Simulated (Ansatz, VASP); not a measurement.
# MgO in VASP and in Ansatz

INCAR

```
SYSTEM = MgO
PREC = Accurate ; ENCUT = 600
EDIFF = 1E-6 ; ISMEAR = 0
SIGMA = 0.05 ; LREAL = .FALSE.
LASPH = .TRUE. ; NELM = 120
ALGO = Normal ; ISIF = 2
LWAVE = .FALSE. ; LCHARG = .FALSE.
GGA = CA ; NBANDS = 11
GGA_COMPAT = .FALSE.
```

KPOINTS

```
Automatic mesh
0
G
  6 6 6
  0 0 0
```

The input POSCAR:

```
MgO
1.0
    0.0000000000      2.1351500000      2.1351500000
    2.1351500000      0.0000000000      2.1351500000
    2.1351500000      2.1351500000      0.0000000000
Mg O
1 1
Direct
    0.0000000000      0.0000000000      0.0000000000
    0.4297473245      0.5702526755      0.4297473245
```

Input for Ansatz:

```yaml
crystal:
  lattice:
    - [0.0, 2.13515, 2.13515]
    - [2.13515, 0.0, 2.13515]
    - [2.13515, 2.13515, 0.0]
  atoms:
    - { symbol: Mg, position: [0.0, 0.0, 0.0] }
    - { symbol: O, position: [0.4297473245, 0.5702526755, 0.4297473245] }
basis:
  ecutwfc: 420
kpoints:
  mp_grid: { grid: [6, 6, 6] }
hamiltonian:
  xc: lda
scf:
  occupations: { method: gaussian, width: 0.05 }
output:
  forces: true
  stress: true
  eigenvalues: true
```

Alike in both runs: task single point; functional LDA; k mesh 6 × 6 × 6; occupations gaussian, width 0.05 eV; no spin polarisation.

|  | VASP | Ansatz |
| --- | --- | --- |
| version | VASP 6.6.1 | Ansatz 0.2.0 |
| potentials or method | VASP PAW LDA potentials, release 64 (Mg, O), cutoff 600 eV | scalar-relativistic, plane waves, PAW |
| valence electrons in the cell | 8 | 16 |

VASP gave:

| Property | Result |
| --- | --- |
| gap on the k mesh at the Fermi level (eV) | 4.25 |
| least direct gap on the mesh (eV) | 4.25 |
| pressure (GPa) | -4.8 |
| traceless stress, the component that is largest in VASP (GPa) | 19.67 |
| rms of the force components (eV/Å) | 1.283 |

Problem. Which values does Ansatz return?

Solution. gap on the k mesh at the Fermi level (eV): 4.25; least direct gap on the mesh (eV): 4.25; pressure (GPa): -3.2; traceless stress, the component that is largest in VASP (GPa): 19.11; rms of the force components (eV/Å): 1.241.

LDA's correlation is that of Perdew and Zunger in VASP and of Perdew and Wang (1992) in Ansatz. Atom by atom the forces differ by 0.042 eV/Å (rms over components). VASP's potentials hold 8 valence electrons a cell and Ansatz's 16, so a difference there can come from the potentials and not from the codes.

The k mesh is coarse, so the values compare programs but aren't converged.
